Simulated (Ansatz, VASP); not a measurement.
**LiCl in VASP and in Ansatz**

```
Li Cl
1.0
     0.00000    2.56476    2.56476
     2.56476    0.00000    2.56476
     2.56476    2.56476    0.00000
Li Cl
1 1
Direct
  0.00000 0.00000 0.00000
  0.50000 0.50000 0.50000
```

Alike in both runs: task single point; functional LDA; k mesh 9 × 9 × 9; occupations fermi-dirac, width 0.03 eV; no spin polarisation.

```csv
,VASP,Ansatz
version,VASP 6.6.1,Ansatz 0.2.0
potentials or method,"VASP PAW LDA potentials, release 64 (Li_sv, Cl), cutoff 520 eV","all-electron LAPW, scalar-relativistic"
```

|  | VASP | Ansatz | Ansatz less VASP |
| --- | --- | --- | --- |
| gap on the k mesh at the Fermi level (eV) | 6.00 | 5.99 | -0.018 |

LDA's correlation is that of Perdew and Zunger in VASP and of Perdew and Wang (1992) in Ansatz. Ansatz ran all-electron here, and VASP with PAW potentials.

Noted on VASP's run: the cutoff is under 1.25 times that of the potentials, so the pressure is a little rough.
